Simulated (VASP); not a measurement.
MgB2: electric field gradients with PBE

Crystal: MgB2.

```
Mg B
1.0
     3.08500    0.00000    0.00000
    -1.54250    2.67169    0.00000
     0.00000    0.00000    3.41731
Mg B
1 2
Direct
  0.00000 0.00000 0.00000
  0.33333 0.66667 0.50000
  0.66667 0.33333 0.50000
```

This cell differs from its parent crystal: zz strain of -3 %.

- Program: VASP 6.6.1
- Task: electric field gradients
- Functional: PBE
- Potentials or basis: VASP PAW PBE potentials, release 64 (Mg, B)
- Cutoff: 520 eV
- k mesh: 12 × 12 × 9
- Occupations: fermi-dirac, width 0.05 eV
- Spin: no spin polarisation
- Dipole correction: no
- Further INCAR settings: ALGO = Normal; EDIFF = 1e-08; NBANDS = 11

* Pressure: 2.2 GPa
* Band gap on the k mesh: zero (band 4 reaches 7.45 eV, above the bottom of band 5 at 3.46 eV)

Stress tensor (GPa, compression positive):
```
-0.57  0.00  0.00
 0.00 -0.57  0.00
 0.00  0.00  7.73
```

Levels at points of the mesh, in eV from the Fermi level:
| k point | band 1 | band 2 | band 3 | band 4 | band 5 | band 6 | band 7 | band 8 |
| --- | --- | --- | --- | --- | --- | --- | --- | --- |
| (0.00, 0.00, 0.00) | -12.51 | -2.59 | 0.29 | 0.29 | 2.32 | 6.18 | 6.18 | 7.98 |
| (0.50, 0.00, 0.00) | -8.63 | -7.92 | -2.25 | 0.48 | 3.40 | 3.78 | 5.97 | 7.75 |

Electric field gradients, principal values (V/Å²):
| atom | least | middle | greatest (by size) |
| --- | --- | --- | --- |
| 1 Mg | 0.289 | 0.289 | -0.577 |
| 2 B | -9.334 | -9.334 | 18.667 |
| 3 B | -9.334 | -9.334 | 18.667 |

Run time: 43 s on 1 thread of Intel Xeon 8259CL, on a shared host, peak memory 0.16 GiB.

Caveat: the cell differs from its parent crystal (zz strain of -3 %); without QUAD_EFG the Cq values of the log hold for a quadrupole moment of 1 mb, not for the nuclei.
